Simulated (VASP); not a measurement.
TaN:

```xyz
2
Lattice="0.0000 2.2113 2.2113 2.2113 0.0000 2.2113 2.2113 2.2113 0.0000" Properties=species:S:1:pos:R:3 pbc="T T T"
Ta    2.2113    2.2113    2.2113
N     0.0000    0.0000    0.0000
```

```yaml
Program: VASP 6.6.1
Task: relaxation of cell and atoms
Functional: revPBE
Dispersion: D4
Potentials_or_basis: VASP PAW PBE potentials, release 64 (Ta_pv, N)
Cutoff: 600 eV
k_mesh: 10 × 10 × 10
Occupations: fermi-dirac, width 0.05 eV
Spin: no spin polarisation
```

At the start: pressure -7.3 GPa; volume 10.81 Å³/atom.

Where does the relaxation end?

Over 4 steps the energy falls by 5.7 meV/atom and the volume is 10.57 Å³/atom (-2.2 %); space group Fm-3m (No. 225, to 0.05 Å).

Step by step:
```
step  energy change (eV)  largest force (eV/Å)  pressure (GPa)  volume (Å³)
   1              0.0000                0.0000           -7.35        21.63
   2              0.0428                0.0000           18.95        20.11
   3             -0.0114                0.0000            0.42        21.11
   4             -0.0114                0.0000            0.01        21.14
```

Final structure:
```
CELL_PARAMETERS angstrom
0.00000 2.19468 2.19468
2.19468 0.00000 2.19468
2.19468 2.19468 0.00000
ATOMIC_POSITIONS crystal
Ta 0.50000 0.50000 0.50000
N 0.00000 0.00000 0.00000
```

Caveat: the PAW data sets were made with another functional, which shifts forces and pressure a little; pairwise dispersion overbinds metals, which lowers pressure and volume.
